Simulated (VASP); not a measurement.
# Sb2Te4O (P-4m2) in VASP: a series of runs, part 2 of 2

VASP 6.6.1. The steps go on from the part before.

### 3 Single point, PBE

This run uses another cell than the first one, of 26.12 Å³/atom.

The input, INCAR:

```
  ALGO = Normal
  EDIFF = 1E-6
  ENCUT = 600
  GGA = PE
  GGA_COMPAT = False
  ISIF = 2
  ISMEAR = 0
  LASPH = True
  LCHARG = False
  LREAL = False
  LWAVE = False
  NBANDS = 29
  NELM = 120
  PREC = Accurate
  SIGMA = 0.15
```

The input, KPOINTS:

```
k-points
0
Gamma
  3 3 2
```

The input, POSCAR:

```
Sb2Te4O
1.0
    4.4983505501      0.0000000000      0.0000000000
    0.0000000000      4.4983505501      0.0000000000
    0.0000000000      0.0000000000      9.0350541490
Sb Te O
2 4 1
Direct
    0.0000000000      0.5000000000      0.2873569108
    0.5000000000      0.0000000000      0.7126430892
    0.5000000000      0.0000000000      0.3878109358
    0.0000000000      0.5000000000      0.6121890642
    0.5000000000      0.5000000000      0.0000000000
    0.0000000000      0.0000000000      0.0000000000
    0.5000000000      0.5000000000      0.5000000000
```

Potentials or basis: VASP PAW PBE potentials, release 64 (Sb, Te, O).

On the command line:

```bash
$ cat potpaw_PBE.64/Sb/POTCAR potpaw_PBE.64/Te/POTCAR potpaw_PBE.64/O/POTCAR > POTCAR
$ mpirun -np 1 vasp_std > vasp.out
```

OUTCAR:

```text
EDIFF = 1E-6
   ENCUT = 600
   GGA = PE
   ISIF = 2
   ISMEAR = 0
   LASPH = True
   LREAL = False
   NELM = 120
   PREC = Accurate

 ion  position               nearest neighbor table
   1  0.000  0.500  0.287-   4 2.93   3 3.31   3 3.31   3 3.31   3 3.31   6 3.44   6 3.44   5 3.44
                             5 3.44
   2  0.500  0.000  0.713-   3 2.93   4 3.31   4 3.31   4 3.31   4 3.31   5 3.44   6 3.44   6 3.44
                             5 3.44
   3  0.500  0.000  0.388-   7 2.47   7 2.47   2 2.93   1 3.31   1 3.31   1 3.31   1 3.31
   4  0.000  0.500  0.612-   7 2.47   7 2.47   1 2.93   2 3.31   2 3.31   2 3.31   2 3.31
   5  0.500  0.500  0.000-   6 3.18   6 3.18   6 3.18   6 3.18   2 3.44   1 3.44   1 3.44   2 3.44

   6  0.000  0.000  0.000-   5 3.18   5 3.18   5 3.18   5 3.18   2 3.44   2 3.44   1 3.44   1 3.44

   7  0.500  0.500  0.500-   3 2.47   4 2.47   3 2.47   4 2.47

  LATTYP: Found a simple tetragonal cell.
 ALAT       =     4.4983505501
 C/A-ratio  =     2.0085260249

  Lattice vectors:

 A1 = (   4.4983505501,   0.0000000000,   0.0000000000)
 A2 = (   0.0000000000,   4.4983505501,   0.0000000000)
 A3 = (   0.0000000000,   0.0000000000,   9.0350541490)

Analysis of symmetry for initial positions (statically):
=====================================================================
 Subroutine PRICEL returns:
 Original cell was already a primitive cell.

 Routine SETGRP: Setting up the symmetry group for a
 simple tetragonal supercell.

 Subroutine GETGRP returns: Found  8 space group operations
 (whereof  8 operations were pure point group operations)
 out of a pool of 16 trial point group operations.

The static configuration has the point symmetry D_2d.

Analysis of symmetry for dynamics (positions and initial velocities):
=====================================================================
 Subroutine PRICEL returns:
 Original cell was already a primitive cell.

 Routine SETGRP: Setting up the symmetry group for a
 simple tetragonal supercell.

 Subroutine GETGRP returns: Found  8 space group operations
 (whereof  8 operations were pure point group operations)
 out of a pool of 16 trial point group operations.

The dynamic configuration has the point symmetry D_2d.

 Subroutine INISYM returns: Found  8 space group operations
 (whereof  8 operations are pure point group operations),
 and found     1 'primitive' translations

----------------------------------------------------------------------------------------

                                     Primitive cell

  volume of cell :     182.8257

  direct lattice vectors                    reciprocal lattice vectors
     4.498350550  0.000000000  0.000000000     0.222303706  0.000000000  0.000000000
     0.000000000  4.498350550  0.000000000     0.000000000  0.222303706  0.000000000
     0.000000000  0.000000000  9.035054149     0.000000000  0.000000000  0.110680023

  length of vectors
     4.498350550  4.498350550  9.035054149     0.222303706  0.222303706  0.110680023

  position of ions in fractional coordinates (direct lattice)
     0.000000000  0.500000000  0.287356911
     0.500000000  0.000000000  0.712643089
     0.500000000  0.000000000  0.387810936
[... 30 lines left out ...]
  Length of vectors
     0.074101235  0.074101235  0.055340011

  Shift w.r.t. Gamma in fractional coordinates (k-lattice)
     0.000000000  0.000000000  0.000000000

 Subroutine IBZKPT returns following result:
 ===========================================

 Found      6 irreducible k-points:

 Following reciprocal coordinates:
            Coordinates               Weight
  0.000000  0.000000  0.000000      1.000000
  0.333333  0.000000  0.000000      4.000000
  0.333333  0.333333  0.000000      4.000000
  0.000000  0.000000  0.500000      1.000000
  0.333333  0.000000  0.500000      4.000000
  0.333333  0.333333  0.500000      4.000000
   k-points           NKPTS =      6   k-points in BZ     NKDIM =      6   number of bands    NBANDS=     29
   number of dos      NEDOS =    301   number of ions     NIONS =      7
   total plane-waves  NPLWV =  93312
   dimension x,y,z NGX =    36 NGY =   36 NGZ =   72
   dimension x,y,z NGXF=    72 NGYF=   72 NGZF=  144
   ions per type =               2   4   1
   NGX,Y,Z   is equivalent  to a cutoff of  13.30, 13.30, 13.25 a.u.
   NGXF,Y,Z  is equivalent  to a cutoff of  26.61, 26.61, 26.50 a.u.
 SYSTEM =  unknown system
   PREC   = accura    normal or accurate (medium, high low for compatibility)
   ISTART =      0    job   : 0-new  1-cont  2-samecut
   ICHARG =      2    charge: 1-file 2-atom 10-const
   ISPIN  =      1    spin polarized calculation?
   LNONCOLLINEAR =      F non collinear calculations
   LSORBIT =      F    spin-orbit coupling
   LASPH  =      T    aspherical Exc in radial PAW
   ENCUT  =  600.0 eV  44.10 Ry    6.64 a.u.   8.98  8.98 18.05*2*pi/ulx,y,z
   NELM   =    120;   NELMIN=  2; NELMDL= -5     # of ELM steps
   EDIFF  = 0.1E-05   stopping-criterion for ELM
   LREAL  =      F    real-space projection
[... 7 lines left out ...]
   TEBEG  =    0.0;   TEEND  =   0.0 temperature during run
   PSTRESS=    0.0 pullay stress
   NELECT =      40.0000    total number of electrons
   NUPDOWN=      -1.0000    fix difference up-down
   EMIN   =  10.00;   EMAX   =-10.00  energy-range for DOS
   EFERMI =   0.00;   METHOD = LEGACY
   ISMEAR =     0;   SIGMA  =   0.15  broadening in eV -4-tet -1-fermi 0-gaus
   EFERMI_NEDOS =   21; number of points for ismear=-14 and -15
   IALGO  =     38    algorithm
   IMIX   =      4    mixing-type and parameters
     AMIX     =   0.40;   BMIX     =  1.00
     AMIX_MAG =   1.60;   BMIX_MAG =  1.00
  volume/ion in A,a.u.               =      26.12       176.25
  Fermi-wavevector in a.u.,A,eV,Ry     =   0.986467  1.864152 13.240051  0.973116
  Thomas-Fermi vector in A             =   2.117849
   LORBIT       =      0    0 simple, 1 ext, 2 COOP (PROOUT), +10 PAW based schemes
   GGA     = PE    functional components
   LHFCALC =     F    Hartree Fock is set to
   AEXX    =    0.0000 exact exchange contribution
   IVDW    =     0    specifies the selected vdW correction
   LEPSILON=     F    determine dielectric tensor
   LRPA    =     F    only Hartree local field effects (RPA)
 non-spin polarized calculation
 Gauss-broadening in eV      SIGMA  =   0.15
  energy-cutoff  :      600.00
  volume of cell :      182.83
 maximum number of plane-waves:      6124
 NGX is ok and might be reduce to    36
   NGX = 17   NGY = 17   NGZ = 37

 number of electron      40.0000002 magnetization

 Free energy of the ion-electron system (eV)
  ---------------------------------------------------
  ext. energy  EPLUGINS =         0.00000000
  ---------------------------------------------------
  free energy    TOTEN  =       -25.03178548 eV

  energy without entropy =      -24.99893385  energy(sigma->0) =      -25.01535966

 E-fermi :   7.2525     XC(G=0):  -9.9231

 val. band max:        7.1225334472   @ k =   0.3333   0.0000   0.0000
 cond. band min:       7.3866331516   @ k =   0.3333   0.3333   0.5000
 fundamental gap:      0.2640997044
 Fermi energy:         7.2524767195

 k-point     1 :       0.0000    0.0000    0.0000
  band No.  band energies     occupation
      1     -11.1970      2.00000
      2      -5.7213      2.00000
      3      -4.3293      2.00000
      4      -4.0684      2.00000
      5      -1.9150      2.00000
      6      -1.5658      2.00000
[... 181 lines left out ...]
     28      11.0144      0.00000
     29      12.7836      0.00000

------------------------ aborting loop because EDIFF is reached ----------------------------------------

  FORCE on cell =-STRESS in cart. coord.  units (eV):
  Direction    XX          YY          ZZ          XY          YZ          ZX
  --------------------------------------------------------------------------------------
  -------------------------------------------------------------------------------------
  Total       -0.3148363     -0.3148363     -0.5975494      0.0000000      0.0000000      0.0000000
  in kB       -2.7590402     -2.7590402     -5.2365718      0.0000000      0.0000000      0.0000000
  external PRESSURE =      -3.5848841 kB  Pullay stress =       0.0000000 kB

 VOLUME and BASIS-vectors are now :
 -----------------------------------------------------------------------------
  energy-cutoff  :      600.00
  volume of cell :      182.83
      direct lattice vectors                 reciprocal lattice vectors
     4.498350550  0.000000000  0.000000000     0.222303706  0.000000000  0.000000000
     0.000000000  4.498350550  0.000000000     0.000000000  0.222303706  0.000000000
     0.000000000  0.000000000  9.035054149     0.000000000  0.000000000  0.110680023

 POSITION                                       TOTAL-FORCE (eV/Angst)
 -----------------------------------------------------------------------------------
      0.00000      2.24918      2.59629         0.000000      0.000000      0.048895
      2.24918      0.00000      6.43877         0.000000      0.000000     -0.048895
      2.24918      0.00000      3.50389         0.000000      0.000000      0.060841
      0.00000      2.24918      5.53116         0.000000      0.000000     -0.060841
      2.24918      2.24918      0.00000         0.000000      0.000000      0.000000
      0.00000      0.00000      0.00000         0.000000      0.000000      0.000000
      2.24918      2.24918      4.51753         0.000000     -0.000000      0.000000
 -----------------------------------------------------------------------------------
    total drift:                                0.000000     -0.000000      0.000000

  FREE ENERGIE OF THE ION-ELECTRON SYSTEM (eV)
  ---------------------------------------------------
  free  energy   TOTEN  =       -25.0317854755 eV

  energy  without entropy=      -24.9989338460  energy(sigma->0) =      -25.01535966
```

It took 83 s on 1 thread of Intel Xeon 8259CL, shared host; peak memory 0.31 GiB.

Results:

- Free energy: -25.0318 eV
- Pressure: -0.4 GPa
- Largest force: 0.061 eV/Å
- Band gap on the k mesh: zero (bands 20 and 21 overlap by 1.03 eV)

Forces on the atoms (eV/Å):
```
Sb   0.000  0.000  0.049
Sb   0.000  0.000 -0.049
Te   0.000  0.000  0.061
Te   0.000  0.000 -0.061
Te   0.000  0.000  0.000
Te   0.000  0.000  0.000
O    0.000  0.000  0.000
```

Caveat: the k points lie up to 0.47 Å⁻¹ apart, too coarse for converged energies and pressures of a metal; spin-orbit coupling is left out, which moves the levels of the heavy elements.
